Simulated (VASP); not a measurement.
Runs of VASP 6.6.1 on CsI. The structure is that of space group Pm-3m (No. 221), or close to it. The cells are those of the table. 

| level | cell | k mesh | gap on the mesh (eV) | pressure (GPa) |
| --- | --- | --- | --- | --- |
| BLYP | a = 4.505 Å, 2 atoms | 6 × 6 × 6 | 4.12 | 2.8 |
| PBE+D3(BJ) | a = 4.473 Å, 2 atoms | 6 × 6 × 6 | (c) | 0.9 |
| PBEsol | a = 4.503 Å, 2 atoms | 6 × 6 × 6 | 3.84 | 0.1 |
| PBE | a = 4.567 Å, 2 atoms | 4 × 4 × 4 | (b) | 0.8 |
| BLYP | a = 4.536 Å, 2 atoms | 6 × 6 × 6 | (a) | 2.4 |

Alike in all rows: task single point; potentials or basis VASP PAW PBE potentials, release 64 (Cs_sv, I); no spin polarisation; cutoff (eV) 500; smearing fermi-dirac 0.05 eV.

**Question.** Fill in the values left out.

**Answer.** (a) 4.04; (b) 3.87; (c) 4.08.

Caveats: spin-orbit coupling is left out, which moves the levels of the heavy elements; the PAW data sets were made with another functional, which shifts forces and pressure a little (at least some runs).

A k mesh can miss the band edges, and the runs leave out spin-orbit coupling on Cs, I.
